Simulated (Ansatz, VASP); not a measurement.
**One calculation of Nb3C5, two programs**

```
CELL_PARAMETERS angstrom
3.07070 0.00000 0.00000
0.00000 3.07070 0.00000
0.00000 0.00000 9.67402
ATOMIC_POSITIONS crystal
Nb 0.50000 0.50000 0.22038
Nb 0.50000 0.50000 0.77962
Nb 0.00000 0.00000 0.50000
C 0.00000 0.00000 0.13898
C 0.50000 0.50000 0.57330
C 0.50000 0.50000 0.42670
C 0.00000 0.00000 0.86102
C 0.00000 0.00000 0.00000
```

Change from the starting cell: species swapped into the Ti3Pd5 type (P4/mmm, No. 123).

Alike in both runs: functional PBE; k mesh 10 × 10 × 4; occupations gaussian, width 0.1 eV; no spin polarisation.

Ansatz relaxed the structure, and its values are those at the end. VASP's run is a single point on that final structure, the one shown.

|  | VASP | Ansatz |
| --- | --- | --- |
| version | VASP 6.6.1 | Ansatz 0.2.0 |
| potentials or method | VASP PAW PBE potentials, release 64 (Nb_sv, C), cutoff 520 eV | scalar-relativistic, plane waves, PAW |
| valence electrons in the cell | 59 | 59 |

Ansatz gave:

* gap on the k mesh at the Fermi level (eV): none
* pressure (GPa): 0.0
* rms of the force components (eV/Å): 0.000

Q: Estimate VASP's values.

A: gap on the k mesh at the Fermi level (eV): none; pressure (GPa): -0.2; rms of the force components (eV/Å): 0.032.

A gap of «none» marks a metal or a gap that the smearing closes. With one functional, cell and mesh, what is left measures potentials, basis and numerics.
